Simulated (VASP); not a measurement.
Sb3Pt:

```
CELL_PARAMETERS angstrom
4.58789 0.00000 0.00000
0.00000 4.58789 0.00000
0.00000 0.00000 4.58789
ATOMIC_POSITIONS crystal
Sb 0.00000 0.50000 0.50000
Sb 0.50000 0.00000 0.50000
Sb 0.50000 0.50000 0.00000
Pt 0.00000 0.00000 0.00000
```

```yaml
Program: VASP 6.6.1
Task: relaxation of cell and atoms
Functional: PBE
Potentials_or_basis: VASP PAW PBE potentials, release 64 (Sb, Pt)
Cutoff: 600 eV
k_mesh: 10 × 10 × 10
Occupations: gaussian, width 0.1 eV
Spin: no spin polarisation
```

At the start: pressure -1.9 GPa; volume 24.14 Å³/atom.

How do energy, volume and symmetry change on relaxing?

Over 3 steps the energy falls by 3.3 meV/atom and the volume is 23.58 Å³/atom (-2.3 %); space group Pm-3m (No. 221, to 0.05 Å).

The path:
| step | energy change (eV) | largest force (eV/Å) | pressure (GPa) | volume (Å³) |
| --- | --- | --- | --- | --- |
| 1 | 0.0000 | 0.0000 | -1.85 | 96.57 |
| 2 | -0.0061 | 0.0000 | 1.48 | 92.72 |
| 3 | -0.0133 | 0.0000 | 0.00 | 94.32 |

Final structure:
```
CELL_PARAMETERS angstrom
4.55198 0.00000 0.00000
0.00000 4.55198 0.00000
0.00000 0.00000 4.55198
ATOMIC_POSITIONS crystal
Sb 0.00000 0.50000 0.50000
Sb 0.50000 0.00000 0.50000
Sb 0.50000 0.50000 0.00000
Pt 0.00000 0.00000 0.00000
```
